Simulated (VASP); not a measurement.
Write the native input for VASP 6.6.1 that does the following.

| Quantity | Value |
| --- | --- |
| Task | electric field gradients |
| Functional | PBEsol |
| Potentials or basis | VASP PAW PBE potentials, release 64 (Pb_d) |
| Cutoff | 520 eV |
| k mesh | 3 × 3 × 3 |
| Occupations | fermi-dirac, width 0.05 eV |
| Spin | no spin polarisation |
| Dipole correction | no |
| Further INCAR settings | ALGO = Normal; EDIFF = 1e-08; NBANDS = 66 |

The structure of Pb lies in POSCAR:

```
Pb
1.0
    0.0000000000      4.9500400000      4.9500400000
    4.9500400000      0.0000000000      4.9500400000
    4.9500400000      4.9500400000      0.0000000000
Pb
8
Direct
    0.0000000000      0.0000000000      0.0000000000
    0.0000000000      0.0000000000      0.5000000000
    0.0000000000      0.5000000000      0.0000000000
    0.0000000000      0.5000000000      0.5000000000
    0.5000000000      0.0000000000      0.0000000000
    0.5000000000      0.0000000000      0.5000000000
    0.5000000000      0.5000000000      0.0000000000
    0.5000000000      0.5000000000      0.5000000000
```

The input as run:

INCAR

```
PREC = Accurate ; ENCUT = 520
EDIFF = 1E-8 ; ISMEAR = -1
SIGMA = 0.05 ; LREAL = False
LASPH = True ; NELM = 60
ALGO = Normal ; ISIF = 2
LWAVE = False ; LCHARG = False
GGA = PS ; LEFG = True
NBANDS = 66
```

KPOINTS

```
Automatic mesh
0
Gamma
  3 3 3
```

Potentials or basis: VASP PAW PBE potentials, release 64 (Pb_d).

The run is started by

```bash
$ cat potpaw_PBE.64/Pb_d/POTCAR > POTCAR
$ mpirun -np 1 vasp_std > vasp.out
```

Results of the run:

```
Pressure               : 0.4 GPa
Band gap on the k mesh : zero (band 56 reaches 9.15 eV, above the bottom of band 57 at 7.08 eV)
```

Caveat: the k points lie up to 0.37 Å⁻¹ apart; without QUAD_EFG the Cq values of the log hold for a quadrupole moment of 1 mb, not for the nuclei; the PAW data sets were made with another functional, which shifts forces and pressure a little; spin-orbit coupling is left out, which moves the levels of the heavy elements.

Wall time 53 s on 1 thread of Intel(R) Xeon(R) 6975P-C (Granite Rapids) (shared host), peak memory 0.39 GiB.
